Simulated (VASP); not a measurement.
Write the native input for VASP 6.6.1 that does the following.

```yaml
Task: single point
Functional: PBE
Potentials_or_basis: VASP PAW PBE potentials, release 64 (Pb_d, S)
Cutoff: 500 eV
k_mesh: 7 × 7 × 7
Occupations: fermi-dirac, width 0.05 eV
Spin: no spin polarisation
Dipole_correction: no
Further_INCAR_settings: ALGO = Normal; EDIFF = 1e-06; NBANDS = 17
```

The structure of PbS lies in POSCAR:

```
PbS
1.0
    3.6536590000      0.0000000000      0.0000000000
    0.0000000000      3.6536590000      0.0000000000
    0.0000000000      0.0000000000      3.6536590000
Pb S
1 1
Direct
   -0.0044330000      0.0087860000     -0.0038540000
    0.5019400000      0.4913370000      0.4961630000
```

This cell differs from its parent crystal: atoms moved at random.

The input as run:

INCAR

```
PREC = Accurate
ENCUT = 500
EDIFF = 1E-6
ISMEAR = -1
SIGMA = 0.05
LREAL = F
LASPH = T
NELM = 120
ALGO = Normal
ISIF = 2
LWAVE = F
LCHARG = T
GGA = PE
LELF = T
LVHAR = T
NBANDS = 17
GGA_COMPAT = F
```

KPOINTS

```
regular mesh
0
Gamma
  7 7 7
```

Potentials or basis: VASP PAW PBE potentials, release 64 (Pb_d, S).

Launch:

```console
$ cat potpaw_PBE.64/Pb_d/POTCAR potpaw_PBE.64/S/POTCAR > POTCAR
$ mpirun -np 1 vasp_std > vasp.out
```

Results of the run:

```yaml
Pressure: 0.0 GPa
Largest_force: 0.078 eV/Å
Band_gap_on_the_k_mesh: 0.12 eV, indirect (least direct gap 1.40 eV)
```

Caveat: the cell differs from its parent crystal (atoms moved at random); spin-orbit coupling is left out, which moves the levels of the heavy elements.

Wall time 2.6 min on 1 thread of Intel Xeon 8259CL, on a shared host, peak memory 0.26 GiB.
